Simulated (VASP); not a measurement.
# SnO2 (R-3m) in VASP: notebook, part 2 of 2

VASP 6.6.1.

## (4) Single point, PBE (atoms shifted along a free coordinate)

Input file INCAR:

```
SYSTEM = SnO2
PREC     = Accurate       ! precision mode
ENCUT    = 520            ! plane-wave cutoff, eV
EDIFF    = 1E-6           ! SCF threshold, eV
ISMEAR   = 0              ! smearing method
SIGMA    = 0.05           ! smearing width, eV
LREAL    = .False.        ! projectors in reciprocal space
LASPH    = .True.         ! aspherical terms in the spheres
NELM     = 100            ! most SCF steps
ALGO     = Normal         ! electronic algorithm
ISIF     = 2              ! what is computed and relaxed
LWAVE    = .False.        ! write WAVECAR
LCHARG   = .False.        ! write CHGCAR
GGA      = PE             ! functional
NBANDS   = 20             ! bands
```

Input file KPOINTS:

```
regular mesh
0
Gamma
  12 12 12
  0 0 0
```

Input file POSCAR:

```
SnO2
1.0
    1.6022668400      0.9250691914      4.8741482374
   -1.6022668400      0.9250691914      4.8741482374
    0.0000000000     -1.8501383828      4.8741482374
Sn O
1 2
Direct
    0.5000000000      0.5000000000      0.5000000000
    0.2176001231      0.2176001231      0.2176001231
    0.7823998769      0.7823998769      0.7823998769
```

Potentials or basis: VASP PAW PBE potentials, release 64 (Sn_d, O).

Started as:

```sh
cat potpaw_PBE.64/Sn_d/POTCAR potpaw_PBE.64/O/POTCAR > POTCAR
mpirun -np 1 vasp_std > vasp.out
```

OUTCAR:

```text
SYSTEM = SnO2
   PREC = Accurate
   ENCUT = 520
   EDIFF = 1E-6
   ISMEAR = 0
   LREAL = .False.
   LASPH = .True.
   NELM = 100
   ISIF = 2
   GGA = PE

 ion  position               nearest neighbor table
   1  0.500  0.500  0.500-   2 1.99   2 1.99   3 1.99   3 1.99   2 1.99   3 1.99
   2  0.218  0.218  0.218-   1 1.99   1 1.99   1 1.99
   3  0.782  0.782  0.782-   1 1.99   1 1.99   1 1.99

  LATTYP: Found a trigonal (rhomboedric) cell.
 ALAT       =     5.2134761029
 COS(alpha) =     0.8110943660

  Lattice vectors:

 A1 = (   1.6022668400,   0.9250691914,   4.8741482374)
 A2 = (  -1.6022668400,   0.9250691914,   4.8741482374)
 A3 = (   0.0000000000,  -1.8501383828,   4.8741482374)

Analysis of symmetry for initial positions (statically):
=====================================================================
 Subroutine PRICEL returns:
 Original cell was already a primitive cell.

 Routine SETGRP: Setting up the symmetry group for a
 trigonal (rhombohedral) supercell.

 Subroutine GETGRP returns: Found 12 space group operations
 (whereof 12 operations were pure point group operations)
[... 163 lines left out ...]

  energy without entropy =      -17.00775357  energy(sigma->0) =      -17.00775357

 E-fermi :   3.8294     XC(G=0):  -9.6587

 val. band max:        3.5327809143   @ k =  -0.3333   0.3333   0.0000
 cond. band min:       6.0751870737   @ k =   0.0000   0.0000   0.0000
 fundamental gap:      2.5424061594
 Fermi energy:         3.8293560005

 k-point     1 :       0.0000    0.0000    0.0000
  band No.  band energies     occupation
      1     -17.3042      2.00000
      2     -16.1692      2.00000
      3     -16.1692      2.00000
      4     -15.8093      2.00000
      5     -15.8093      2.00000
      6     -14.7502      2.00000
[... 541 lines left out ...]
     19      18.3722      0.00000
     20      18.9765      0.00000

 [... further k-points ...]

------------------------ aborting loop because EDIFF is reached ----------------------------------------

  FORCE on cell =-STRESS in cart. coord.  units (eV):
  Direction    XX          YY          ZZ          XY          YZ          ZX
  --------------------------------------------------------------------------------------
  -------------------------------------------------------------------------------------
  Total        9.9158599      9.9158599      6.3987862      0.0000000     -0.0000000      0.0000000
  in kB      366.5067018    366.5067018    236.5097978      0.0000000     -0.0000000      0.0000000
  external PRESSURE =     323.1744005 kB  Pullay stress =       0.0000000 kB

 VOLUME and BASIS-vectors are now :
 -----------------------------------------------------------------------------
  energy-cutoff  :      520.00
  volume of cell :       43.35
      direct lattice vectors                 reciprocal lattice vectors
     1.602266840  0.925069191  4.874148237     0.312057884  0.180166703  0.068388017
    -1.602266840  0.925069191  4.874148237    -0.312057884  0.180166703  0.068388017
     0.000000000 -1.850138383  4.874148237     0.000000000 -0.360333407  0.068388017

 POSITION                                       TOTAL-FORCE (eV/Angst)
 -----------------------------------------------------------------------------------
      0.00000      0.00000      7.31122         0.000000     -0.000000      0.000000
      0.00000      0.00000      3.18185         0.000000     -0.000000      4.416722
      0.00000      0.00000     11.44060         0.000000      0.000000     -4.416722
 -----------------------------------------------------------------------------------
    total drift:                                0.000000      0.000000     -0.000000

  FREE ENERGIE OF THE ION-ELECTRON SYSTEM (eV)
  ---------------------------------------------------
  free  energy   TOTEN  =       -17.0077535734 eV

  energy  without entropy=      -17.0077535734  energy(sigma->0) =      -17.00775357
```

stdout:

```text
POSCAR found type information on POSCAR SnO
 POSCAR found :  2 types and       3 ions
 scaLAPACK will be used
 LDA part: xc-table for (Slater+PW92), standard interpolation
 POSCAR, INCAR and KPOINTS ok, starting setup
 FFT: planning ... GRIDC
 FFT: planning ... GRID_SOFT
 FFT: planning ... GRID
 WAVECAR not read
 entering main loop
```

Run time: 3.4 min. Hardware: 1 thread of Intel Xeon 6975P-C (Granite Rapids), shared host; peak memory 0.33 GiB.

Results:

| Property | Result |
| --- | --- |
| Free energy | -17.0078 eV |
| Pressure | 32.3 GPa |
| Largest force | 4.417 eV/Å |
| Band gap on the k mesh | 2.54 eV (least direct gap 3.82 eV) |

Forces in eV/Å, atoms in the order of the input:
```
Sn   0.000  0.000  0.000
O    0.000  0.000  4.417
O    0.000  0.000 -4.417
```

Stress tensor (GPa, compression positive):
```
36.65  0.00  0.00
 0.00 36.65  0.00
 0.00  0.00 23.65
```

Levels at points of the mesh, in eV from the valence-band top:
```csv
k point,band 11,band 12,band 13,band 14,band 15,band 16
"(0.00, 0.00, 0.00)",-1.47,-1.47,-1.30,2.54,6.86,10.04
"(0.50, 0.00, 0.00)",-0.95,-0.63,-0.24,6.82,8.08,9.41
"(0.50, 0.50, 0.00)",-0.78,-0.37,-0.20,6.73,7.17,9.96
"(0.50, 0.50, 0.50)",-1.86,-1.46,-1.46,3.59,6.24,10.35
```

Caveat: the cell differs from its parent crystal (atoms shifted along a free coordinate); the cell stands under pressure; spin-orbit coupling is left out, which moves the levels of the heavy elements; forces of over 1 eV/Å act on the atoms, so gaps and moduli don't describe the material at rest.

## (5) Single point, PBE (atoms shifted along a free coordinate)

Input file INCAR:

```
SYSTEM = SnO2
PREC = Accurate
ENCUT = 520
EDIFF = 1E-7
ISMEAR = 0
SIGMA = 0.05
LREAL = .FALSE.
LASPH = .TRUE.
NELM = 60
ALGO = Normal
ISIF = 2
LWAVE = .FALSE.
LCHARG = .FALSE.
GGA = PE
NBANDS = 20
```

Input file KPOINTS:

```
regular mesh
0
G
  12 12 12
  0 0 0
```

Input file POSCAR:

```
SnO2
1.0
    1.6022668400      0.9250691914      4.8741482374
   -1.6022668400      0.9250691914      4.8741482374
    0.0000000000     -1.8501383828      4.8741482374
Sn O
1 2
Direct
    0.5000000000      0.5000000000      0.5000000000
    0.2521652253      0.2521652253      0.2521652253
    0.7478347747      0.7478347747      0.7478347747
```

Started as:

```sh
cat potpaw_PBE.64/Sn_d/POTCAR potpaw_PBE.64/O/POTCAR > POTCAR
mpirun -np 1 vasp_std > vasp.out
```

Wall time 3.2 min (1 thread of Intel Xeon 6975P-C (Granite Rapids), shared host); peak memory 0.33 GiB.

The run converged. Its results:

```yaml
Free_energy: -17.5374 eV
Pressure: -11.9 GPa
Largest_force: 2.735 eV/Å
Band_gap_on_the_k_mesh: 1.44 eV (least direct gap 1.45 eV)
```

Forces in eV/Å, atoms in the order of the input:
```
Sn   0.000  0.000  0.000
O    0.000  0.000 -2.735
O    0.000  0.000  2.735
```

Stress tensor (GPa, compression positive):
```
 -6.42   0.00   0.00
  0.00  -6.42   0.00
  0.00   0.00 -22.79
```

Levels at points of the mesh, in eV from the valence-band top:
```csv
k point,band 9,band 10,band 11,band 12,band 13,band 14,band 15,band 16,band 17,band 18
"(0.00, 0.00, 0.00)",-0.68,-0.68,-0.48,-0.48,-0.01,1.44,5.51,10.88,10.88,12.37
"(0.50, 0.00, 0.00)",-3.79,-1.95,-1.87,-0.85,-0.60,4.16,6.33,9.66,10.51,11.04
"(0.50, 0.50, 0.00)",-4.16,-2.08,-1.37,-0.31,-0.02,3.69,5.51,9.91,10.37,10.57
"(0.50, 0.50, 0.50)",-1.39,-0.82,-0.82,-0.35,-0.35,3.02,5.29,11.05,11.05,13.72
```

Caveat: the cell differs from its parent crystal (atoms shifted along a free coordinate); the cell stands under tension; spin-orbit coupling is left out, which moves the levels of the heavy elements; forces of over 1 eV/Å act on the atoms, so gaps and moduli don't describe the material at rest.

## (6) Overview

```tsv
cell	gap on the mesh (eV)	pressure (GPa)	largest force (eV/Å)
a = 5.397 Å, angles 35.8°, 3 atoms, atomic positions A	1.72	3.2	1.47
a = 5.397 Å, angles 35.8°, 3 atoms, atomic positions B	1.24	-16.4	2.43
a = 5.213 Å, angles 35.8°, 3 atoms, atomic positions C	2.54	32.3	4.42
a = 5.213 Å, angles 35.8°, 3 atoms, atomic positions D	1.44	-11.9	2.74
```

Alike in all rows: task single point; level PBE; potentials or basis VASP PAW PBE potentials, release 64 (Sn_d, O); no spin polarisation; k mesh 12 × 12 × 12; cutoff (eV) 520; smearing gaussian 0.05 eV.

Caveats: spin-orbit coupling is left out, which moves the levels of the heavy elements; forces of over 1 eV/Å act on the atoms, so gaps and moduli don't describe the material at rest; the cell stands under pressure (at least some runs); the cell stands under tension (at least some runs).

Total energies depend on the potentials used, so only differences within one code and one set of settings carry meaning.
